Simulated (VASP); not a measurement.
Crystal: Mo.

```
CELL_PARAMETERS angstrom
-1.58671 1.58671 1.57100
1.58671 -1.58671 1.57100
1.55529 1.55529 -1.57100
ATOMIC_POSITIONS crystal
Mo 0.00000 0.00000 0.00000
```

Base run:

| Item | Value |
| --- | --- |
| Program | VASP 6.6.1 |
| Functional | RPBE |
| Potentials or basis | VASP PAW PBE potentials, release 64 (Mo_sv) |
| Cutoff | 520 eV |
| k mesh | 16 × 16 × 16 |
| Occupations | fermi-dirac, width 0.05 eV |
| Spin | no spin polarisation |

Its results: band gap on the k mesh zero (bands 7 and 8 overlap by 5.16 eV); pressure 8.8 GPa.

Task: The run is repeated on the same cell with these changes: functional from RPBE to PBE. What comes out?

Result: Band gap on the k mesh zero (bands 7 and 8 overlap by 5.17 eV); pressure 5.3 GPa.

PBE binds more tightly than RPBE, so the same cell stands under less pressure.

Caveats: the cell stands under pressure; the PAW data sets were made with another functional, which shifts forces and pressure a little (at least some runs).
